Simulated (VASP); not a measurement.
# YRe3Pb (Pm-3m) in VASP: single point with PBE

Aim: the single point of YRe3Pb with PBE.

Everything below comes from runs of VASP 6.6.1. Logs are shortened: lines on timing, memory, paths and dates and some standing lists are left out, and cuts for length are marked.

## (1) The cell of the first run

It takes space group Pm-3m (No. 221, cubic). Conventional cell: a = 5.068 Å, b = 5.068 Å, c = 5.068 Å, α = 90.00°, β = 90.00°, γ = 90.00°. Y (site symmetry m-3m) has 6 Re at 2.53 Å within 3.3 Å. Within 3.3 Å of Re (site symmetry 4/mmm) lie 2 Y at 2.53 Å. Within 4.7 Å of Pb (site symmetry m-3m) lie 12 Re at 3.58 Å and 8 Y at 4.39 Å.

The cell was generated, and may not be a known phase.

## (2) Single point, PBE

File INCAR:

```
SYSTEM = YRe3Pb
PREC = Accurate ; ENCUT = 520
EDIFF = 1E-6 ; ISMEAR = 0
SIGMA = 0.1 ; LREAL = .FALSE.
LASPH = .TRUE. ; NELM = 80
ALGO = Normal ; ISIF = 2
LWAVE = .FALSE. ; LCHARG = .FALSE.
GGA = PE ; NBANDS = 31
```

File KPOINTS:

```
Automatic mesh
0
G
  4 4 4
  0 0 0
```

File POSCAR:

```
YRe3Pb
1.0
    5.0675871000      0.0000000000      0.0000000000
    0.0000000000      5.0675871000      0.0000000000
    0.0000000000      0.0000000000      5.0675871000
Y Re Pb
1 3 1
Direct
    0.0000000000      0.0000000000      0.0000000000
    0.5000000000      0.0000000000      0.0000000000
    0.0000000000      0.5000000000      0.0000000000
    0.0000000000      0.0000000000      0.5000000000
    0.5000000000      0.5000000000      0.5000000000
```

Potentials or basis: VASP PAW PBE potentials, release 64 (Y_sv, Re, Pb_d).

On the command line:

```sh
$ cat potpaw_PBE.64/Y_sv/POTCAR potpaw_PBE.64/Re/POTCAR potpaw_PBE.64/Pb_d/POTCAR > POTCAR
$ mpirun -np 1 vasp_std > vasp.out
```

OUTCAR:

```text
SYSTEM = YRe3Pb
   PREC = Accurate
   ENCUT = 520
   EDIFF = 1E-6
   ISMEAR = 0
   LREAL = .FALSE.
   LASPH = .TRUE.
   NELM = 80
   ISIF = 2
   GGA = PE

 ion  position               nearest neighbor table
   1  0.000  0.000  0.000-   2 2.53   3 2.53   4 2.53   4 2.53   3 2.53   2 2.53
   2  0.500  0.000  0.000-   1 2.53   1 2.53   5 3.58   5 3.58   5 3.58   5 3.58
   3  0.000  0.500  0.000-   1 2.53   1 2.53   5 3.58   5 3.58   5 3.58   5 3.58
   4  0.000  0.000  0.500-   1 2.53   1 2.53   5 3.58   5 3.58   5 3.58   5 3.58
   5  0.500  0.500  0.500-   2 3.58   3 3.58   4 3.58   2 3.58   3 3.58   2 3.58   4 3.58   2 3.58
                             3 3.58   4 3.58   3 3.58   4 3.58

  LATTYP: Found a simple cubic cell.
 ALAT       =     5.0675871000

  Lattice vectors:

 A1 = (   5.0675871000,   0.0000000000,   0.0000000000)
 A2 = (   0.0000000000,   5.0675871000,   0.0000000000)
 A3 = (   0.0000000000,   0.0000000000,   5.0675871000)

Analysis of symmetry for initial positions (statically):
=====================================================================
 Subroutine PRICEL returns:
 Original cell was already a primitive cell.

 Routine SETGRP: Setting up the symmetry group for a
 simple cubic supercell.

 Subroutine GETGRP returns: Found 48 space group operations
 (whereof 48 operations were pure point group operations)
 out of a pool of 48 trial point group operations.

The static configuration has the point symmetry O_h .

Analysis of symmetry for dynamics (positions and initial velocities):
=====================================================================
 Subroutine PRICEL returns:
 Original cell was already a primitive cell.

 Routine SETGRP: Setting up the symmetry group for a
 simple cubic supercell.

 Subroutine GETGRP returns: Found 48 space group operations
 (whereof 48 operations were pure point group operations)
 out of a pool of 48 trial point group operations.

The dynamic configuration has the point symmetry O_h .

 Subroutine INISYM returns: Found 48 space group operations
 (whereof 48 operations are pure point group operations),
 and found     1 'primitive' translations

----------------------------------------------------------------------------------------

                                     Primitive cell

  volume of cell :     130.1379

  direct lattice vectors                    reciprocal lattice vectors
     5.067587100  0.000000000  0.000000000     0.197332573  0.000000000  0.000000000
     0.000000000  5.067587100  0.000000000     0.000000000  0.197332573  0.000000000
     0.000000000  0.000000000  5.067587100     0.000000000  0.000000000  0.197332573

  length of vectors
     5.067587100  5.067587100  5.067587100     0.197332573  0.197332573  0.197332573

  position of ions in fractional coordinates (direct lattice)
     0.000000000  0.000000000  0.000000000
     0.500000000  0.000000000  0.000000000
     0.000000000  0.500000000  0.000000000
     0.000000000  0.000000000  0.500000000
     0.500000000  0.500000000  0.500000000

  ion indices of the primitive-cell ions
   primitive index   ion index
                 1           1
                 2           2
                 3           3
                 4           4
                 5           5

----------------------------------------------------------------------------------------

 KPOINTS: Automatic mesh

Automatic generation of k-mesh.
 Grid dimensions read from file:
 generate k-points for:    4    4    4

 Generating k-lattice:

  Cartesian coordinates                     Fractional coordinates (reciprocal lattice)
     0.049333143  0.000000000  0.000000000     0.250000000  0.000000000  0.000000000
     0.000000000  0.049333143  0.000000000     0.000000000  0.250000000  0.000000000
     0.000000000  0.000000000  0.049333143     0.000000000  0.000000000  0.250000000

  Length of vectors
     0.049333143  0.049333143  0.049333143

  Shift w.r.t. Gamma in fractional coordinates (k-lattice)
     0.000000000  0.000000000  0.000000000

 Subroutine IBZKPT returns following result:
 ===========================================

 Found     10 irreducible k-points:

 Following reciprocal coordinates:
            Coordinates               Weight
  0.000000  0.000000  0.000000      1.000000
  0.250000  0.000000  0.000000      6.000000
  0.500000  0.000000  0.000000      3.000000
  0.250000  0.250000  0.000000     12.000000
  0.500000  0.250000  0.000000     12.000000
  0.500000  0.500000  0.000000      3.000000
  0.250000  0.250000  0.250000      8.000000
  0.500000  0.250000  0.250000     12.000000
  0.500000  0.500000  0.250000      6.000000
  0.500000  0.500000  0.500000      1.000000
   k-points           NKPTS =     10   k-points in BZ     NKDIM =     10   number of bands    NBANDS=     31
   number of dos      NEDOS =    301   number of ions     NIONS =      5
   total plane-waves  NPLWV =  64000
   dimension x,y,z NGX =    40 NGY =   40 NGZ =   40
   dimension x,y,z NGXF=    80 NGYF=   80 NGZF=   80
   ions per type =               1   3   1
   NGX,Y,Z   is equivalent  to a cutoff of  13.12, 13.12, 13.12 a.u.
   NGXF,Y,Z  is equivalent  to a cutoff of  26.24, 26.24, 26.24 a.u.
 SYSTEM =  YRe3Pb
   PREC   = accura    normal or accurate (medium, high low for compatibility)
   ISTART =      0    job   : 0-new  1-cont  2-samecut
   ICHARG =      2    charge: 1-file 2-atom 10-const
   ISPIN  =      1    spin polarized calculation?
   LNONCOLLINEAR =      F non collinear calculations
   LSORBIT =      F    spin-orbit coupling
   LASPH  =      T    aspherical Exc in radial PAW
   ENCUT  =  520.0 eV  38.22 Ry    6.18 a.u.   9.42  9.42  9.42*2*pi/ulx,y,z
   NELM   =     80;   NELMIN=  2; NELMDL= -5     # of ELM steps
   EDIFF  = 0.1E-05   stopping-criterion for ELM
   LREAL  =      F    real-space projection
[... 7 lines left out ...]
   TEBEG  =    0.0;   TEEND  =   0.0 temperature during run
   PSTRESS=    0.0 pullay stress
   NELECT =      46.0000    total number of electrons
   NUPDOWN=      -1.0000    fix difference up-down
   EMIN   =  10.00;   EMAX   =-10.00  energy-range for DOS
   EFERMI =   0.00;   METHOD = LEGACY
   ISMEAR =     0;   SIGMA  =   0.10  broadening in eV -4-tet -1-fermi 0-gaus
   EFERMI_NEDOS =   21; number of points for ismear=-14 and -15
   IALGO  =     38    algorithm
   IMIX   =      4    mixing-type and parameters
     AMIX     =   0.40;   BMIX     =  1.00
     AMIX_MAG =   1.60;   BMIX_MAG =  1.00
  volume/ion in A,a.u.               =      26.03       175.64
  Fermi-wavevector in a.u.,A,eV,Ry     =   1.157514  2.187384 18.229609  1.339838
  Thomas-Fermi vector in A             =   2.294125
   LORBIT       =      0    0 simple, 1 ext, 2 COOP (PROOUT), +10 PAW based schemes
   GGA     = PE    functional components
   LHFCALC =     F    Hartree Fock is set to
   AEXX    =    0.0000 exact exchange contribution
   IVDW    =     0    specifies the selected vdW correction
   LEPSILON=     F    determine dielectric tensor
   LRPA    =     F    only Hartree local field effects (RPA)
 non-spin polarized calculation
 Gauss-broadening in eV      SIGMA  =   0.10
  energy-cutoff  :      520.00
  volume of cell :      130.14
 maximum number of plane-waves:      3544
 NGX is ok and might be reduce to    40
   NGX = 19   NGY = 19   NGZ = 19

 number of electron      46.0000001 magnetization

 Free energy of the ion-electron system (eV)
  ---------------------------------------------------
  ext. energy  EPLUGINS =         0.00000000
  ---------------------------------------------------
  free energy    TOTEN  =       -32.57408774 eV

  energy without entropy =      -32.51284099  energy(sigma->0) =      -32.54346437

 E-fermi :   3.7127     XC(G=0): -10.5011

 val. band max:        3.6819136043   @ k =   0.2500   0.2500   0.2500
 cond. band min:       3.7642646359   @ k =   0.5000   0.2500   0.2500
 fundamental gap:      0.0823510316
 Fermi energy:         3.7126720466

 k-point     1 :       0.0000    0.0000    0.0000
  band No.  band energies     occupation
      1     -36.8298      2.00000
      2     -17.0916      2.00000
      3     -17.0916      2.00000
      4     -17.0916      2.00000
      5     -12.5275      2.00000
      6     -12.5275      2.00000
[... 23 lines left out ...]
     30       5.8195      0.00000
     31       5.8195      0.00000

 k-point     2 :       0.2500    0.0000    0.0000
  band No.  band energies     occupation
      1     -36.8192      2.00000
      2     -17.2315      2.00000
      3     -17.0968      2.00000
      4     -17.0968      2.00000
      5     -12.5272      2.00000
      6     -12.5271      2.00000
[... 23 lines left out ...]
     30       5.6262      0.00000
     31       7.1463      0.00000

 k-point     3 :       0.5000    0.0000    0.0000
  band No.  band energies     occupation
      1     -36.8085      2.00000
      2     -17.3671      2.00000
      3     -17.1019      2.00000
      4     -17.1019      2.00000
      5     -12.5270      2.00000
      6     -12.5268      2.00000
[... 23 lines left out ...]
     30       6.5904      0.00000
     31       7.4386      0.00000

 k-point     4 :       0.2500    0.2500    0.0000
  band No.  band energies     occupation
      1     -36.8085      2.00000
      2     -17.2367      2.00000
      3     -17.2365      2.00000
      4     -17.1019      2.00000
      5     -12.5282      2.00000
      6     -12.5272      2.00000
[... 159 lines left out ...]
     30       5.4167      0.00000
     31       7.1950      0.00000

 k-point     9 :       0.5000    0.5000    0.2500
  band No.  band energies     occupation
      1     -36.7765      2.00000
      2     -17.3821      2.00000
      3     -17.3821      2.00000
      4     -17.2518      2.00000
      5     -12.5311      2.00000
      6     -12.5289      2.00000
[... 23 lines left out ...]
     30       6.3120      0.00000
     31       6.3399      0.00000

 k-point    10 :       0.5000    0.5000    0.5000
  band No.  band energies     occupation
      1     -36.7657      2.00000
      2     -17.3872      2.00000
      3     -17.3872      2.00000
      4     -17.3872      2.00000
      5     -12.5309      2.00000
      6     -12.5309      2.00000
[... 23 lines left out ...]
     30       5.5917      0.00000
     31       5.5918      0.00000

------------------------ aborting loop because EDIFF is reached ----------------------------------------

  FORCE on cell =-STRESS in cart. coord.  units (eV):
  Direction    XX          YY          ZZ          XY          YZ          ZX
  --------------------------------------------------------------------------------------
  -------------------------------------------------------------------------------------
  Total       -5.2566009     -5.2566009     -5.2566009      0.0000000      0.0000000     -0.0000000
  in kB      -64.7160376    -64.7160376    -64.7160376      0.0000000      0.0000000     -0.0000000
  external PRESSURE =     -64.7160376 kB  Pullay stress =       0.0000000 kB

 VOLUME and BASIS-vectors are now :
 -----------------------------------------------------------------------------
  energy-cutoff  :      520.00
  volume of cell :      130.14
      direct lattice vectors                 reciprocal lattice vectors
     5.067587100  0.000000000  0.000000000     0.197332573  0.000000000  0.000000000
     0.000000000  5.067587100  0.000000000     0.000000000  0.197332573  0.000000000
     0.000000000  0.000000000  5.067587100     0.000000000  0.000000000  0.197332573

 POSITION                                       TOTAL-FORCE (eV/Angst)
 -----------------------------------------------------------------------------------
      0.00000      0.00000      0.00000         0.000000      0.000000      0.000000
      2.53379      0.00000      0.00000         0.000000      0.000000      0.000000
      0.00000      2.53379      0.00000         0.000000      0.000000      0.000000
      0.00000      0.00000      2.53379         0.000000      0.000000      0.000000
      2.53379      2.53379      2.53379         0.000000      0.000000      0.000000
 -----------------------------------------------------------------------------------
    total drift:                               -0.000000      0.000000     -0.000000

  FREE ENERGIE OF THE ION-ELECTRON SYSTEM (eV)
  ---------------------------------------------------
  free  energy   TOTEN  =       -32.5740877394 eV

  energy  without entropy=      -32.5128409911  energy(sigma->0) =      -32.54346437
```

Wall time 70 s (1 thread of AMD EPYC 7R43 (Zen 3), shared host); peak memory 0.24 GiB.

Results:

```yaml
Free_energy: -32.5741 eV
Pressure: -6.5 GPa
Band_gap_on_the_k_mesh: zero (bands 23 and 24 overlap by 0.62 eV)
```

Caveat: the cell stands under tension; spin-orbit coupling is left out, which moves the levels of the heavy elements.

The gap in the log of VASP goes by the Fermi energy; the results here count the filled bands.